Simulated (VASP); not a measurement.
Set up this calculation in VASP 6.6.1, as the native input.

- Task: single point
- Functional: PBE
- Potentials or basis: VASP PAW PBE potentials, release 64 (Sr_sv)
- Cutoff: 520 eV
- k mesh: 14 × 14 × 14
- Occupations: gaussian, width 0.15 eV
- Spin: no spin polarisation
- Dipole correction: no
- Further INCAR settings: ALGO = Fast; EDIFF = 1e-06; NBANDS = 11

The structure of Sr lies in POSCAR:

```
Sr
1.0
   -2.2310000000      2.2310000000      2.4250000000
    2.2310000000     -2.2310000000      2.4250000000
    2.2310000000      2.2310000000     -2.4250000000
Sr
1
Direct
    0.0000000000      0.0000000000      0.0000000000
```

This cell differs from its parent crystal: strain -0.080 along x and y, +0.000 along z.

One way to write it, as run:

INCAR

```
SYSTEM = Sr
  PREC = Accurate
  ENCUT = 520
  EDIFF = 1E-6
  ISMEAR = 0
  SIGMA = 0.15
  LREAL = .False.
  LASPH = .True.
  NELM = 80
  ALGO = Fast
  ISIF = 2
  LWAVE = .False.
  LCHARG = .True.
  GGA = PE
  LELF = .True.
  LVHAR = .True.
  NBANDS = 11
```

KPOINTS

```
Automatic mesh
0
Gamma
  14 14 14
  0 0 0
```

Potentials or basis: VASP PAW PBE potentials, release 64 (Sr_sv).

Command:

```bash
$ cat potpaw_PBE.64/Sr_sv/POTCAR > POTCAR
$ mpirun -np 1 vasp_std > vasp.out
```

Results of the run:

```yaml
Pressure: 1.6 GPa
Band_gap_on_the_k_mesh: zero (bands 5 and 6 overlap by 0.48 eV)
```

Caveat: the cell differs from its parent crystal (strain -0.080 along x and y, +0.000 along z).

Wall time 67 s on 1 thread of Intel(R) Xeon(R) Platinum 8488C (Sapphire Rapids), with other jobs on the host, peak memory 0.26 GiB.
